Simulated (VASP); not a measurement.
# Ca: single point with PBE

Crystal: Ca.

```
Ca
1.0
    -2.14899    2.14899    2.14899
     2.14899   -2.14899    2.14899
     2.14899    2.14899   -2.14899
Ca
1
Direct
  0.00000 0.00000 0.00000
```

This cell differs from its parent crystal: Ba replaced by Ca, lengths x 0.891, strained.

- Program: VASP 6.6.1
- Task: single point
- Functional: PBE
- Potentials or basis: VASP PAW PBE potentials, release 64 (Ca_sv)
- Cutoff: 500 eV
- k mesh: 6 × 6 × 6
- Occupations: gaussian, width 0.1 eV
- Spin: no spin polarisation

```yaml
Pressure: 1.1 GPa
Band_gap_on_the_k_mesh: zero (band 5 reaches 2.45 eV, above the bottom of band 6 at 2.23 eV)
```

Levels at points of the mesh, in eV from the Fermi level:
| k point | band 2 | band 3 | band 4 | band 5 | band 6 | band 7 | band 8 | band 9 |
| --- | --- | --- | --- | --- | --- | --- | --- | --- |
| (0.00, 0.00, 0.00) | -22.83 | -22.83 | -22.83 | -4.19 | 2.37 | 2.37 | 2.37 | 3.49 |
| (0.50, 0.00, 0.00) | -23.00 | -22.89 | -22.83 | -0.95 | 0.02 | 1.34 | 3.41 | 3.80 |
| (0.50, 0.50, 0.50) | -22.95 | -22.95 | -22.95 | -0.04 | -0.04 | 4.17 | 4.17 | 4.17 |

Run time: 5 s on 1 thread of Intel Xeon 6975P-C, on a shared host, peak memory 0.15 GiB.

Caveat: the cell differs from its parent crystal (Ba replaced by Ca, lengths x 0.891, strained).
